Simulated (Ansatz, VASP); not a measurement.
**Two plane-wave programs on YbMn2F2**

The input INCAR:

```
SYSTEM = YbMn2F2
PREC = Accurate
ENCUT = 520
EDIFF = 1E-6
ISMEAR = -1
SIGMA = 0.1
LREAL = .False.
LASPH = .True.
NELM = 150
ALGO = Normal
ISIF = 2
LWAVE = .False.
LCHARG = .False.
LMAXMIX = 6
LDAU = .True.
LDAUTYPE = 2
LDAUL = -1 2 3
LDAUU = 0 3.3 4.48
LDAUJ = 0 0 0
LDAUPRINT = 1
GGA = PE
NBANDS = 40
```

The input KPOINTS:

```
Automatic mesh
0
Gamma
  7 7 4
  0 0 0
```

POSCAR

```
YbMn2F2
1.0
    1.9325620000      3.3472920000      0.0000000000
   -1.9325620000      3.3472920000      0.0000000000
    0.0000000000      0.0000000000      6.3693140000
F Mn Yb
2 2 1
Direct
    0.3333000000      0.3334000000      0.2600000000
    0.6667000000      0.6666000000      0.7400000000
    0.3333000000      0.3334000000      0.6200000000
    0.6667000000      0.6666000000      0.3800000000
    0.0000000000      0.0000000000      0.0000000000
```

Input for Ansatz:

```yaml
crystal:
  lattice:
    - [1.932562, 3.347292, 0.0]
    - [-1.932562, 3.347292, 0.0]
    - [0.0, 0.0, 6.369314]
  atoms:
    - { symbol: F, position: [0.3333, 0.3334, 0.26] }
    - { symbol: F, position: [0.6667, 0.6666, 0.74] }
    - { symbol: Mn, position: [0.3333, 0.3334, 0.62] }
    - { symbol: Mn, position: [0.6667, 0.6666, 0.38] }
    - { symbol: Yb, position: [0.0, 0.0, 0.0] }
kpoints:
  mp_grid: { grid: [7, 7, 4], shift: [0, 0, 0] }
  band_path:
    path:
      - [0.0, 0.0, 0.0]
      - [0.4999999, 0.50000003, 0.0]
      - [0.33333327, 0.6666668, 0.0]
      - [0.0, 0.0, 0.0]
      - [0.0, 0.0, 0.5]
      - [0.4999999, 0.50000003, 0.5]
      - [0.33333327, 0.6666668, 0.5]
      - [0.0, 0.0, 0.5]
      - [0.4999999, 0.50000003, 0.5]
      - [0.4999999, 0.50000003, 0.0]
      - [0.33333327, 0.6666668, 0.5]
    npoints: 6
magnetization:
  spin_polarized: false
scf:
  occupations: { method: fermi_dirac }
  lower_state_search: "off"
  max_iter: 200
hamiltonian:
  pseudopotentials: { kind: paw }
  xc: pbe
  hubbard:
    projectors: all-electron-ortho-atomic
    sites:
      - { species: Mn, l: d, u_eff: 3.3 }
      - { species: Yb, l: f, u_eff: 4.48 }
basis:
  ecutwfc: 420
  fft_grid_basis: typed
output:
  forces: true
  stress: true
  eigenvalues: true
  bader: true
  populations: true
  elf: true
  write_potential: true
  volumetric_format: npy
  dos:
    e_range: [-12, 8]
    de: 0.05
    projected: { site_lists: { F: [F], Mn: [Mn], Yb: [Yb] } }
checkpoint:
  read: saved_state
```

Alike in both runs: task single point; functional PBE; k mesh 7 × 7 × 4; no spin polarisation; Hubbard terms Mn d U = 3.3 eV, Yb f U = 4.48 eV.

|  | VASP | Ansatz |
| --- | --- | --- |
| version | VASP 6.6.1 | Ansatz 0.2.0 |
| potentials or method | VASP PAW PBE potentials, release 64 (F, Mn_pv, Yb), cutoff 520 eV | PAW plane waves |
| occupations | fermi-dirac, width 0.1 eV | fermi-dirac |
| valence electrons in the cell | 64 | 68 |

```tsv
	VASP	Ansatz	Ansatz less VASP
pressure (GPa)	-5.7	-2.0	+3.63
traceless stress, the component that is largest in VASP (GPa)	6.51	5.72	-0.786
rms of the force components (eV/Å)	0.592	0.665	+0.0734
```

The programs project onto different local orbitals, so the same U acts differently, and such runs can settle in different states. Atom by atom the forces differ by 0.079 eV/Å (rms over components). VASP's potentials hold 64 valence electrons a cell and Ansatz's 68, so a difference there can come from the potentials and not from the codes. Ansatz's warnings: filled band counts differ across k points, structure snapped to symmetry.

Spin-orbit coupling is off throughout.
